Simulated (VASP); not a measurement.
# Ga (Pm-3m) in VASP: notebook, part 2 of 2

VASP 6.6.1. Earlier steps stand in the parts before.

## (6) Single point, PBE

This run uses another cell than the first one, of 20.05 Å³/atom, 1.020 times its volume.

INCAR

```
ALGO = Normal
EDIFF = 1E-6
ENCUT = 500
GGA = PE
GGA_COMPAT = F
ISIF = 2
ISMEAR = 0
LASPH = T
LCHARG = T
LELF = T
LREAL = F
LVHAR = T
LWAVE = F
NBANDS = 12
NELM = 120
PREC = Accurate
SIGMA = 0.016
```

KPOINTS

```
k-points
0
Gamma
  10 10 10
```

POSCAR

```
Ga
1.0
    2.7164800000      0.0000000000      0.0000000000
    0.0000000000      2.7164800000      0.0000000000
    0.0000000000      0.0000000000      2.7164800000
Ga
1
Direct
    0.0000000000      0.0000000000      0.0000000000
```

Potentials or basis: VASP PAW PBE potentials, release 64 (Ga_d).

The run is started by

```bash
cat potpaw_PBE.64/Ga_d/POTCAR > POTCAR
mpirun -np 1 vasp_std > vasp.out
```

OUTCAR:

```text
EDIFF = 1E-6
   ENCUT = 500
   GGA = PE
   ISIF = 2
   ISMEAR = 0
   LASPH = T
   LREAL = F
   NELM = 120
   PREC = Accurate

 ion  position               nearest neighbor table
   1  0.000  0.000  0.000-

  LATTYP: Found a simple cubic cell.
 ALAT       =     2.7164800000

  Lattice vectors:

 A1 = (   2.7164800000,   0.0000000000,   0.0000000000)
 A2 = (   0.0000000000,   2.7164800000,   0.0000000000)
 A3 = (   0.0000000000,   0.0000000000,   2.7164800000)

Analysis of symmetry for initial positions (statically):
=====================================================================
 Subroutine PRICEL returns:
 Original cell was already a primitive cell.

 Routine SETGRP: Setting up the symmetry group for a
 simple cubic supercell.

 Subroutine GETGRP returns: Found 48 space group operations
 (whereof 48 operations were pure point group operations)
 out of a pool of 48 trial point group operations.

The static configuration has the point symmetry O_h .

Analysis of symmetry for dynamics (positions and initial velocities):
=====================================================================
 Subroutine PRICEL returns:
 Original cell was already a primitive cell.

 Routine SETGRP: Setting up the symmetry group for a
 simple cubic supercell.

 Subroutine GETGRP returns: Found 48 space group operations
 (whereof 48 operations were pure point group operations)
 out of a pool of 48 trial point group operations.

The dynamic configuration has the point symmetry O_h .

 Subroutine INISYM returns: Found 48 space group operations
 (whereof 48 operations are pure point group operations),
 and found     1 'primitive' translations

----------------------------------------------------------------------------------------

                                     Primitive cell

  volume of cell :      20.0456

  direct lattice vectors                    reciprocal lattice vectors
     2.716480000  0.000000000  0.000000000     0.368123454  0.000000000  0.000000000
     0.000000000  2.716480000  0.000000000     0.000000000  0.368123454  0.000000000
     0.000000000  0.000000000  2.716480000     0.000000000  0.000000000  0.368123454

  length of vectors
     2.716480000  2.716480000  2.716480000     0.368123454  0.368123454  0.368123454

  position of ions in fractional coordinates (direct lattice)
     0.000000000  0.000000000  0.000000000

  ion indices of the primitive-cell ions
   primitive index   ion index
                 1           1

----------------------------------------------------------------------------------------

 KPOINTS: k-points

Automatic generation of k-mesh.
 Grid dimensions read from file:
 generate k-points for:   10   10   10

 Generating k-lattice:

  Cartesian coordinates                     Fractional coordinates (reciprocal lattice)
     0.036812345  0.000000000  0.000000000     0.100000000  0.000000000  0.000000000
     0.000000000  0.036812345  0.000000000     0.000000000  0.100000000  0.000000000
     0.000000000  0.000000000  0.036812345     0.000000000  0.000000000  0.100000000

  Length of vectors
     0.036812345  0.036812345  0.036812345

  Shift w.r.t. Gamma in fractional coordinates (k-lattice)
     0.000000000  0.000000000  0.000000000

 Subroutine IBZKPT returns following result:
 ===========================================

 Found     56 irreducible k-points:

 Following reciprocal coordinates:
            Coordinates               Weight
  0.000000  0.000000  0.000000      1.000000
  0.100000  0.000000  0.000000      6.000000
  0.200000  0.000000  0.000000      6.000000
  0.300000  0.000000  0.000000      6.000000
  0.400000  0.000000  0.000000      6.000000
  0.500000  0.000000  0.000000      3.000000
[... 16 lines left out ...]
  0.200000  0.100000  0.100000     24.000000
  0.300000  0.100000  0.100000     24.000000
 [... further k-points ...]
   k-points           NKPTS =     56   k-points in BZ     NKDIM =     56   number of bands    NBANDS=     12
   number of dos      NEDOS =    301   number of ions     NIONS =      1
   total plane-waves  NPLWV =   8000
   dimension x,y,z NGX =    20 NGY =   20 NGZ =   20
   dimension x,y,z NGXF=    40 NGYF=   40 NGZF=   40
   ions per type =               1
   NGX,Y,Z   is equivalent  to a cutoff of  12.24, 12.24, 12.24 a.u.
   NGXF,Y,Z  is equivalent  to a cutoff of  24.48, 24.48, 24.48 a.u.
 SYSTEM =  unknown system
   PREC   = accura    normal or accurate (medium, high low for compatibility)
   ISTART =      0    job   : 0-new  1-cont  2-samecut
   ICHARG =      2    charge: 1-file 2-atom 10-const
   ISPIN  =      1    spin polarized calculation?
   LNONCOLLINEAR =      F non collinear calculations
   LSORBIT =      F    spin-orbit coupling
   LASPH  =      T    aspherical Exc in radial PAW
   ENCUT  =  500.0 eV  36.75 Ry    6.06 a.u.   4.95  4.95  4.95*2*pi/ulx,y,z
   NELM   =    120;   NELMIN=  2; NELMDL= -5     # of ELM steps
   EDIFF  = 0.1E-05   stopping-criterion for ELM
   LREAL  =      F    real-space projection
   EDIFFG = 0.1E-04   stopping-criterion for IOM
   NSW    =      0    number of steps for IOM
   IBRION =     -1    ionic relax: 0-MD 1-quasi-New 2-CG
   NFREE  =      0    steps in history (QN), initial steepest desc. (CG)
   ISIF   =      2    stress and relaxation
   ISYM   =      2    0-nonsym 1-usesym 2-fastsym
   POTIM  = 0.5000    time-step for ionic-motion
   TEBEG  =    0.0;   TEEND  =   0.0 temperature during run
   PSTRESS=    0.0 pullay stress
   NELECT =      13.0000    total number of electrons
   NUPDOWN=      -1.0000    fix difference up-down
   EMIN   =  10.00;   EMAX   =-10.00  energy-range for DOS
   EFERMI =   0.00;   METHOD = LEGACY
   ISMEAR =     0;   SIGMA  =   0.02  broadening in eV -4-tet -1-fermi 0-gaus
   EFERMI_NEDOS =   21; number of points for ismear=-14 and -15
   IALGO  =     38    algorithm
   IMIX   =      4    mixing-type and parameters
     AMIX     =   0.40;   BMIX     =  1.00
     AMIX_MAG =   1.60;   BMIX_MAG =  1.00
  volume/ion in A,a.u.               =      20.05       135.27
  Fermi-wavevector in a.u.,A,eV,Ry     =   1.417042  2.677821 27.320614  2.008008
  Thomas-Fermi vector in A             =   2.538314
   LORBIT       =      0    0 simple, 1 ext, 2 COOP (PROOUT), +10 PAW based schemes
   GGA     = PE    functional components
   LHFCALC =     F    Hartree Fock is set to
   AEXX    =    0.0000 exact exchange contribution
   IVDW    =     0    specifies the selected vdW correction
   LEPSILON=     F    determine dielectric tensor
   LRPA    =     F    only Hartree local field effects (RPA)
 non-spin polarized calculation
 Gauss-broadening in eV      SIGMA  =   0.02
  energy-cutoff  :      500.00
  volume of cell :       20.05
 maximum number of plane-waves:       536
 NGX is ok and might be reduce to    20
   NGX =  9   NGY =  9   NGZ =  9

 number of electron      13.0000027 magnetization

 Free energy of the ion-electron system (eV)
  ---------------------------------------------------
  ext. energy  EPLUGINS =         0.00000000
  ---------------------------------------------------
  free energy    TOTEN  =        -2.82809468 eV

  energy without entropy =       -2.82805045  energy(sigma->0) =       -2.82807257

 E-fermi :   4.7702     XC(G=0): -10.6329

 val. band max:        4.7521324604   @ k =   0.5000   0.5000   0.3000
 cond. band min:       4.7940444214   @ k =   0.4000   0.4000   0.1000
 fundamental gap:      0.0419119611
 Fermi energy:         4.7701969327

 k-point     1 :       0.0000    0.0000    0.0000
  band No.  band energies     occupation
      1     -10.3389      2.00000
      2     -10.3389      2.00000
      3      -9.8251      2.00000
      4      -9.8251      2.00000
      5      -9.8251      2.00000
      6      -5.7972      2.00000
      7      13.7175      0.00000
      8      13.7175      0.00000
      9      13.7175      0.00000
     10      16.6473      0.00000
     11      16.6473      0.00000
     12      19.1060      0.00000

 k-point     2 :       0.1000    0.0000    0.0000
  band No.  band energies     occupation
      1     -10.3351      2.00000
      2     -10.3057      2.00000
      3      -9.8387      2.00000
      4      -9.8387      2.00000
      5      -9.8239      2.00000
      6      -5.5943      2.00000
      7      11.2153      0.00000
      8      13.9279      0.00000
      9      13.9279      0.00000
     10      16.8200      0.00000
     11      18.1120      0.00000
     12      20.6353      0.00000
[... 316 lines left out ...]
 k-point    24 :       0.3000    0.1000    0.1000
  band No.  band energies     occupation
      1     -10.2610      2.00000
      2     -10.0887      2.00000
      3      -9.9408      2.00000
      4      -9.9335      2.00000
      5      -9.8441      2.00000
      6      -3.5551      2.00000
      7       5.2229      0.00000
      8      12.8689      0.00000
      9      13.5994      0.00000
     10      20.9597      0.00000
     11      21.2982      0.00000
     12      22.5184      0.00000

 [... further k-points ...]
[... 5 lines left out ...]
  --------------------------------------------------------------------------------------
  -------------------------------------------------------------------------------------
  Total        0.0794673      0.0794673      0.0794673      0.0000000     -0.0000000      0.0000000
  in kB        6.3515455      6.3515455      6.3515455      0.0000000     -0.0000000      0.0000000
  external PRESSURE =       6.3515455 kB  Pullay stress =       0.0000000 kB

 VOLUME and BASIS-vectors are now :
 -----------------------------------------------------------------------------
  energy-cutoff  :      500.00
  volume of cell :       20.05
      direct lattice vectors                 reciprocal lattice vectors
     2.716480000  0.000000000  0.000000000     0.368123454  0.000000000  0.000000000
     0.000000000  2.716480000  0.000000000     0.000000000  0.368123454  0.000000000
     0.000000000  0.000000000  2.716480000     0.000000000  0.000000000  0.368123454

 POSITION                                       TOTAL-FORCE (eV/Angst)
 -----------------------------------------------------------------------------------
      0.00000      0.00000      0.00000         0.000000      0.000000      0.000000
 -----------------------------------------------------------------------------------
    total drift:                                0.000000      0.000000      0.000000

  FREE ENERGIE OF THE ION-ELECTRON SYSTEM (eV)
  ---------------------------------------------------
  free  energy   TOTEN  =        -2.8280946839 eV

  energy  without entropy=       -2.8280504525  energy(sigma->0) =       -2.82807257
```

It took 4.8 s on 1 thread of Intel Xeon Platinum 8488C (Sapphire Rapids), shared host; peak memory 0.12 GiB.

Results:

```yaml
Free_energy: -2.8281 eV
Pressure: 0.6 GPa
```

Levels at points of the mesh, in eV from the Fermi level:
```csv
k point,band 3,band 4,band 5,band 6,band 7,band 8,band 9,band 10
"(0.00, 0.00, 0.00)",-14.60,-14.60,-14.60,-10.57,8.95,8.95,8.95,11.88
"(0.50, 0.00, 0.00)",-14.74,-14.74,-14.58,-6.21,-4.10,12.37,12.37,15.58
"(0.50, 0.50, 0.00)",-14.72,-14.72,-14.46,-1.66,-0.67,-0.67,4.22,15.88
"(0.50, 0.50, 0.50)",-14.93,-14.45,-14.45,2.62,2.62,2.62,3.76,8.19
```

## (7) Summary

| cell | smearing | gap on the mesh (eV) | pressure (GPa) |
| --- | --- | --- | --- |
| a = 2.698 Å, 1 atom | fermi-dirac 0.05 eV | none | 1.0 |
| a = 2.716 Å, 1 atom | gaussian 0.013 eV | none | 0.7 |
| a = 2.716 Å, 1 atom | gaussian 0.014 eV | none | 0.6 |
| a = 2.716 Å, 1 atom | gaussian 0.015 eV | none | 0.6 |
| a = 2.716 Å, 1 atom | gaussian 0.016 eV | none | 0.6 |

Alike in all rows: task single point; level PBE; potentials or basis VASP PAW PBE potentials, release 64 (Ga_d); no spin polarisation; k mesh 10 × 10 × 10; cutoff (eV) 500.

Absolute energies hang on the potentials; compare differences alone.
